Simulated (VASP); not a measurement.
# WS2 (Tungstenite) (R3m) in VASP: further runs

Aim: see how the results for WS2 (Tungstenite) move with the level of theory and the settings. Levels: PBE+D3(BJ), PBE+D4, r2SCAN+rVV10. Tasks: single point.

Program: VASP 6.6.1. These are calculated values, not measurements. Logs are shortened: lines on timing, memory, paths and dates and some standing lists are left out, and cuts for length are marked.

**1. The cell of the first run**

Symmetry: R3m, No. 160, trigonal system. Conventional cell: a = 3.157 Å, b = 3.157 Å, c = 18.124 Å, α = 90.00°, β = 90.00°, γ = 120.00°. W (site symmetry 3m) has 6 S at 2.41 Å and 6 W at 3.16 Å within 3.2 Å. S (site symmetry 3m) has 3 W at 2.41 Å and 7 S at 3.15 to 3.16 Å within 3.2 Å. S (site symmetry 3m) has 3 W at 2.41 Å and 7 S at 3.15 to 3.16 Å within 3.2 Å.

**2. Single point, PBE+D3(BJ)**

Input file INCAR:

```
SYSTEM = WS2
PREC = Accurate
ENCUT = 520
EDIFF = 1E-6
ISMEAR = -1
SIGMA = 0.02
LREAL = .FALSE.
LASPH = .TRUE.
NELM = 80
ALGO = Normal
ISIF = 2
LWAVE = .FALSE.
LCHARG = .FALSE.
GGA = PE
IVDW = 12
NBANDS = 20
```

Input file KPOINTS:

```
Automatic mesh
0
G
  8 8 8
  0 0 0
```

Input file POSCAR:

```
WS2
1.0
    1.5787131230      0.9114704466      6.0412630743
   -1.5787131230      0.9114704466      6.0412630743
    0.0000000000     -1.8229408931      6.0412630743
W S
1 2
Direct
    0.0006539547      0.0006539547      0.0006539547
    0.2472508119      0.2472508119      0.2472508119
    0.4207952334      0.4207952334      0.4207952334
```

Potentials or basis: VASP PAW PBE potentials, release 64 (W_sv, S).

On the command line:

```
> cat potpaw_PBE.64/W_sv/POTCAR potpaw_PBE.64/S/POTCAR > POTCAR
> mpirun -np 1 vasp_std > vasp.out
```

OUTCAR:

```text
SYSTEM = WS2
   PREC = Accurate
   ENCUT = 520
   EDIFF = 1E-6
   ISMEAR = -1
   LREAL = .FALSE.
   LASPH = .TRUE.
   NELM = 80
   ISIF = 2
   GGA = PE
   IVDW = 12
 IVDW          = 12

 ion  position               nearest neighbor table
   1  0.001  0.001  0.001-   2 2.41   2 2.41   2 2.41   3 2.41   3 2.41   3 2.41
   2  0.247  0.247  0.247-   1 2.41   1 2.41   1 2.41
   3  0.421  0.421  0.421-   1 2.41   1 2.41   1 2.41

  LATTYP: Found a trigonal (rhomboedric) cell.
 ALAT       =     6.3103068889
 COS(alpha) =     0.8748198487

  Lattice vectors:

 A1 = (   1.5787131230,   0.9114704466,   6.0412630743)
 A2 = (  -1.5787131230,   0.9114704466,   6.0412630743)
 A3 = (   0.0000000000,  -1.8229408931,   6.0412630743)

Analysis of symmetry for initial positions (statically):
=====================================================================
 Subroutine PRICEL returns:
 Original cell was already a primitive cell.

 Routine SETGRP: Setting up the symmetry group for a
 trigonal (rhombohedral) supercell.

 Subroutine GETGRP returns: Found  6 space group operations
 (whereof  6 operations were pure point group operations)
 out of a pool of 12 trial point group operations.

The static configuration has the point symmetry C_3v.

Analysis of symmetry for dynamics (positions and initial velocities):
=====================================================================
 Subroutine PRICEL returns:
 Original cell was already a primitive cell.

 Routine SETGRP: Setting up the symmetry group for a
 trigonal (rhombohedral) supercell.

 Subroutine GETGRP returns: Found  6 space group operations
 (whereof  6 operations were pure point group operations)
 out of a pool of 12 trial point group operations.

The dynamic configuration has the point symmetry C_3v.

 Subroutine INISYM returns: Found  6 space group operations
 (whereof  6 operations are pure point group operations),
 and found     1 'primitive' translations

----------------------------------------------------------------------------------------

                                     Primitive cell

  volume of cell :      52.1585

  direct lattice vectors                    reciprocal lattice vectors
     1.578713123  0.911470447  6.041263074     0.316713653  0.182854713  0.055176100
    -1.578713123  0.911470447  6.041263074    -0.316713653  0.182854713  0.055176100
     0.000000000 -1.822940893  6.041263074     0.000000000 -0.365709425  0.055176100

  length of vectors
     6.310306889  6.310306889  6.310306889     0.369848328  0.369848328  0.369848328

  position of ions in fractional coordinates (direct lattice)
     0.000653955  0.000653955  0.000653955
     0.247250812  0.247250812  0.247250812
     0.420795233  0.420795233  0.420795233

  ion indices of the primitive-cell ions
   primitive index   ion index
                 1           1
                 2           2
                 3           3

----------------------------------------------------------------------------------------

 KPOINTS: Automatic mesh

Automatic generation of k-mesh.
 Grid dimensions read from file:
 generate k-points for:    8    8    8

 Generating k-lattice:

  Cartesian coordinates                     Fractional coordinates (reciprocal lattice)
     0.039589207  0.022856839  0.006897012     0.125000000  0.000000000 -0.000000000
    -0.039589207  0.022856839  0.006897012     0.000000000  0.125000000 -0.000000000
     0.000000000 -0.045713678  0.006897012    -0.000000000 -0.000000000  0.125000000

  Length of vectors
     0.046231041  0.046231041  0.046231041

  Shift w.r.t. Gamma in fractional coordinates (k-lattice)
     0.000000000  0.000000000  0.000000000

 Subroutine IBZKPT returns following result:
 ===========================================

 Found     65 irreducible k-points:

 Following reciprocal coordinates:
            Coordinates               Weight
  0.000000  0.000000  0.000000      1.000000
  0.125000  0.000000  0.000000      6.000000
  0.250000  0.000000  0.000000      6.000000
  0.375000  0.000000  0.000000      6.000000
  0.500000  0.000000  0.000000      3.000000
  0.125000  0.125000  0.000000      6.000000
[... 16 lines left out ...]
  0.250000  0.125000  0.125000      6.000000
  0.375000  0.125000  0.125000      6.000000
 [... further k-points ...]
   k-points           NKPTS =     65   k-points in BZ     NKDIM =     65   number of bands    NBANDS=     20
   number of dos      NEDOS =    301   number of ions     NIONS =      3
   total plane-waves  NPLWV = 110592
   dimension x,y,z NGX =    48 NGY =   48 NGZ =   48
   dimension x,y,z NGXF=    96 NGYF=   96 NGZF=   96
   ions per type =               1   2
   NGX,Y,Z   is equivalent  to a cutoff of  12.65, 12.65, 12.65 a.u.
   NGXF,Y,Z  is equivalent  to a cutoff of  25.29, 25.29, 25.29 a.u.
 SYSTEM =  WS2
   PREC   = accura    normal or accurate (medium, high low for compatibility)
   ISTART =      0    job   : 0-new  1-cont  2-samecut
   ICHARG =      2    charge: 1-file 2-atom 10-const
   ISPIN  =      1    spin polarized calculation?
   LNONCOLLINEAR =      F non collinear calculations
   LSORBIT =      F    spin-orbit coupling
   LASPH  =      T    aspherical Exc in radial PAW
   ENCUT  =  520.0 eV  38.22 Ry    6.18 a.u.  11.73 11.73 11.73*2*pi/ulx,y,z
   NELM   =     80;   NELMIN=  2; NELMDL= -5     # of ELM steps
   EDIFF  = 0.1E-05   stopping-criterion for ELM
   LREAL  =      F    real-space projection
   EDIFFG = 0.1E-04   stopping-criterion for IOM
   NSW    =      0    number of steps for IOM
   IBRION =     -1    ionic relax: 0-MD 1-quasi-New 2-CG
   NFREE  =      0    steps in history (QN), initial steepest desc. (CG)
   ISIF   =      2    stress and relaxation
   ISYM   =      2    0-nonsym 1-usesym 2-fastsym
   POTIM  = 0.5000    time-step for ionic-motion
   TEBEG  =    0.0;   TEEND  =   0.0 temperature during run
   PSTRESS=    0.0 pullay stress
   NELECT =      26.0000    total number of electrons
   NUPDOWN=      -1.0000    fix difference up-down
   EMIN   =  10.00;   EMAX   =-10.00  energy-range for DOS
   EFERMI =   0.00;   METHOD = LEGACY
   ISMEAR =    -1;   SIGMA  =   0.02  broadening in eV -4-tet -1-fermi 0-gaus
   EFERMI_NEDOS =   21; number of points for ismear=-14 and -15
   IALGO  =     38    algorithm
   IMIX   =      4    mixing-type and parameters
     AMIX     =   0.40;   BMIX     =  1.00
     AMIX_MAG =   1.60;   BMIX_MAG =  1.00
  volume/ion in A,a.u.               =      17.39       117.33
  Fermi-wavevector in a.u.,A,eV,Ry     =   1.298049  2.452956 22.924873  1.684931
  Thomas-Fermi vector in A             =   2.429402
   LORBIT       =      0    0 simple, 1 ext, 2 COOP (PROOUT), +10 PAW based schemes
   GGA     = PE    functional components
   LHFCALC =     F    Hartree Fock is set to
   AEXX    =    0.0000 exact exchange contribution
   IVDW    =    12    specifies the selected vdW correction
   LEPSILON=     F    determine dielectric tensor
   LRPA    =     F    only Hartree local field effects (RPA)
 non-spin polarized calculation
  energy-cutoff  :      520.00
  volume of cell :       52.16
 maximum number of plane-waves:      1420
   NGX = 23   NGY = 23   NGZ = 23

 number of electron      25.9999999 magnetization

 Free energy of the ion-electron system (eV)
  ---------------------------------------------------
  ext. energy  EPLUGINS =         0.00000000
  ---------------------------------------------------
  free energy    TOTEN  =       -23.58881302 eV

  energy without entropy =      -23.58881302  energy(sigma->0) =      -23.58881302

 E-fermi :   8.2307     XC(G=0): -11.0982

 val. band max:        7.8208987220   @ k =   0.5000   0.5000   0.5000
 cond. band min:       8.9026544653   @ k =  -0.2500   0.1250  -0.0000
 fundamental gap:      1.0817557434
 Fermi energy:         8.2306629771

 k-point     1 :       0.0000    0.0000    0.0000
  band No.  band energies     occupation
      1     -66.8831      2.00000
      2     -31.1411      2.00000
      3     -30.9636      2.00000
      4     -30.9636      2.00000
      5      -7.9233      2.00000
      6      -5.8674      2.00000
[... 12 lines left out ...]
     19      15.5107      0.00000
     20      16.6584      0.00000

 k-point     2 :       0.1250    0.0000    0.0000
  band No.  band energies     occupation
      1     -66.8803      2.00000
      2     -31.1313      2.00000
      3     -31.0176      2.00000
      4     -30.9761      2.00000
      5      -7.6580      2.00000
      6      -5.7946      2.00000
[... 12 lines left out ...]
     19      16.2544      0.00000
     20      16.6421      0.00000

 k-point     3 :       0.2500    0.0000    0.0000
  band No.  band energies     occupation
      1     -66.8737      2.00000
      2     -31.1461      2.00000
      3     -31.1077      2.00000
      4     -31.0063      2.00000
      5      -6.9481      2.00000
      6      -5.6004      2.00000
[... 12 lines left out ...]
     19      15.9428      0.00000
     20      16.6007      0.00000

 k-point     4 :       0.3750    0.0000    0.0000
  band No.  band energies     occupation
      1     -66.8671      2.00000
      2     -31.2718      2.00000
      3     -31.0840      2.00000
      4     -31.0362      2.00000
      5      -6.0800      2.00000
      6      -5.3759      2.00000
[... 12 lines left out ...]
     19      14.7632      0.00000
     20      15.2726      0.00000

 k-point     5 :       0.5000    0.0000    0.0000
  band No.  band energies     occupation
      1     -66.8643      2.00000
      2     -31.3232      2.00000
      3     -31.0741      2.00000
      4     -31.0486      2.00000
      5      -5.6316      2.00000
      6      -5.2790      2.00000
[... 12 lines left out ...]
     19      14.2675      0.00000
     20      14.9826      0.00000

 k-point     6 :       0.1250    0.1250    0.0000
  band No.  band energies     occupation
      1     -66.8803      2.00000
      2     -31.1313      2.00000
      3     -31.0176      2.00000
      4     -30.9761      2.00000
      5      -7.6463      2.00000
      6      -5.8185      2.00000
[... 12 lines left out ...]
     19      16.2838      0.00000
     20      16.6517      0.00000

 k-point     7 :       0.2500    0.1250    0.0000
  band No.  band energies     occupation
      1     -66.8756      2.00000
      2     -31.1146      2.00000
      3     -31.1029      2.00000
      4     -31.0035      2.00000
      5      -7.1468      2.00000
      6      -5.6980      2.00000
[... 12 lines left out ...]
     19      16.2446      0.00000
     20      16.8248      0.00000
[... 277 lines left out ...]
 k-point    20 :      -0.3750    0.3750    0.0000
  band No.  band energies     occupation
      1     -66.8624      2.00000
      2     -31.2610      2.00000
      3     -31.1590      2.00000
      4     -31.0672      2.00000
      5      -5.2685      2.00000
      6      -5.2364      2.00000
[... 12 lines left out ...]
     19      14.3705      0.00000
     20      16.5428      0.00000

 k-point    21 :       0.5000    0.5000    0.0000
  band No.  band energies     occupation
      1     -66.8643      2.00000
      2     -31.3232      2.00000
      3     -31.0741      2.00000
      4     -31.0486      2.00000
      5      -5.5097      2.00000
      6      -5.4211      2.00000
[... 12 lines left out ...]
     19      14.6641      0.00000
     20      15.9809      0.00000

 k-point    22 :       0.1250    0.1250    0.1250
  band No.  band energies     occupation
      1     -66.8831      2.00000
      2     -31.1411      2.00000
      3     -30.9635      2.00000
      4     -30.9635      2.00000
      5      -7.8885      2.00000
      6      -5.9433      2.00000
[... 12 lines left out ...]
     19      15.5899      0.00000
     20      16.8068      0.00000

 k-point    23 :       0.2500    0.1250    0.1250
  band No.  band energies     occupation
      1     -66.8803      2.00000
      2     -31.1314      2.00000
      3     -31.0176      2.00000
      4     -30.9761      2.00000
      5      -7.6022      2.00000
      6      -5.9053      2.00000
[... 12 lines left out ...]
     19      16.3882      0.00000
     20      16.6331      0.00000

 k-point    24 :       0.3750    0.1250    0.1250
  band No.  band energies     occupation
      1     -66.8737      2.00000
      2     -31.1461      2.00000
      3     -31.1077      2.00000
      4     -31.0063      2.00000
      5      -6.8803      2.00000
      6      -5.7088      2.00000
[... 12 lines left out ...]
     19      16.1449      0.00000
     20      16.4597      0.00000

 [... further k-points ...]

------------------------ aborting loop because EDIFF is reached ----------------------------------------

 Edisp (eV)   -1.30970

 E8    (eV) :    -0.5505

  FORCE on cell =-STRESS in cart. coord.  units (eV):
  Direction    XX          YY          ZZ          XY          YZ          ZX
  --------------------------------------------------------------------------------------
  -------------------------------------------------------------------------------------
  Total      -0.01317    -0.01317    -0.01358    -0.00000    -0.00000     0.00000
  in kB      -0.40466    -0.40466    -0.41728    -0.00000    -0.00000     0.00000
  external pressure =       -0.41 kB  Pullay stress =        0.00 kB

 VOLUME and BASIS-vectors are now :
 -----------------------------------------------------------------------------
  energy-cutoff  :      520.00
  volume of cell :       52.16
      direct lattice vectors                 reciprocal lattice vectors
     1.578713123  0.911470447  6.041263074     0.316713653  0.182854713  0.055176100
    -1.578713123  0.911470447  6.041263074    -0.316713653  0.182854713  0.055176100
     0.000000000 -1.822940893  6.041263074     0.000000000 -0.365709425  0.055176100

 POSITION                                       TOTAL-FORCE (eV/Angst)
 -----------------------------------------------------------------------------------
      0.00000      0.00000      0.01185         0.000000      0.000000      0.000902
      0.00000      0.00000      4.48112         0.000000     -0.000000     -0.002565
      0.00000      0.00000      7.62640         0.000000      0.000000      0.001663
 -----------------------------------------------------------------------------------
    total drift:                                0.000000      0.000000      0.000180

  FREE ENERGIE OF THE ION-ELECTRON SYSTEM (eV)
  ---------------------------------------------------
  free  energy   TOTEN  =       -24.8985113187 eV

  energy  without entropy=      -24.8985113187  energy(sigma->0) =      -24.89851132
```

It took 76 s on 1 thread of Intel Xeon 6975P-C (Granite Rapids), shared host; peak memory 0.35 GiB.

Results:

| Property | Result |
| --- | --- |
| Free energy | -24.8985 eV |
| Pressure | 0.0 GPa |
| Band gap on the k mesh | 1.08 eV, indirect (least direct gap 2.22 eV) |
| Dispersion energy per atom | -0.437 eV |

Forces on the atoms (eV/Å):
```
W    0.000  0.000  0.001
S    0.000  0.000 -0.003
S    0.000  0.000  0.002
```

Caveat: spin-orbit coupling is left out, which moves the levels of the heavy elements.

**3. Single point, PBE+D4**

This run uses another cell than the first one, of 17.49 Å³/atom, 1.006 times its volume.

Input file INCAR:

```
PREC = Accurate
ENCUT = 520
EDIFF = 1E-6
ISMEAR = -1
SIGMA = 0.02
LREAL = F
LASPH = T
NELM = 60
ALGO = Normal
ISIF = 2
LWAVE = F
LCHARG = F
GGA = PE
IVDW = 13
NBANDS = 20
```

Input file KPOINTS:

```
regular mesh
0
Gamma
  8 8 8
```

Input file POSCAR:

```
WS2
1.0
    1.5793358935      0.9118300033      6.0720063342
   -1.5793358935      0.9118300033      6.0720063342
    0.0000000000     -1.8236600065      6.0720063342
W S
1 2
Direct
    0.0006560117      0.0006560117      0.0006560117
    0.2476776105      0.2476776105      0.2476776105
    0.4203663778      0.4203663778      0.4203663778
```

Potentials or basis: VASP PAW PBE potentials, release 64 (W_sv, S).

On the command line:

```
> cat potpaw_PBE.64/W_sv/POTCAR potpaw_PBE.64/S/POTCAR > POTCAR
> mpirun -np 1 vasp_std > vasp.out
```

It took 80 s on 1 thread of Intel Xeon 6975P-C (Granite Rapids), shared host; peak memory 0.34 GiB.

Results (log left out):

| Quantity | Value |
| --- | --- |
| Free energy | -24.9434 eV |
| Pressure | 0.0 GPa |
| Largest force | 0.008 eV/Å |
| Band gap on the k mesh | 1.11 eV, indirect (least direct gap 2.24 eV) |
| Dispersion energy per atom | -0.449 eV |

Forces in eV/Å, atoms in the order of the input:
```
W    0.000  0.000 -0.001
S    0.000  0.000 -0.008
S    0.000  0.000  0.008
```

Levels at points of the mesh, in eV from the valence-band top:
```tsv
k point	band 10	band 11	band 12	band 13	band 14	band 15	band 16	band 17
(0.00, 0.00, 0.00)	-2.31	-2.31	-1.45	-1.31	2.16	2.16	2.46	2.46
(0.50, 0.00, 0.00)	-4.17	-2.62	-1.82	-1.77	2.29	2.54	3.61	3.75
(0.50, 0.50, 0.00)	-4.07	-3.28	-2.07	-1.59	2.24	2.71	3.16	4.34
(0.50, 0.50, 0.50)	-3.54	-2.26	-2.26	0.00	2.24	2.24	2.32	2.32
```

Caveat: spin-orbit coupling is left out, which moves the levels of the heavy elements. A hybrid or GW would open this gap; PBE tends to underestimate it.

(Part 1 of 2 ends here.)
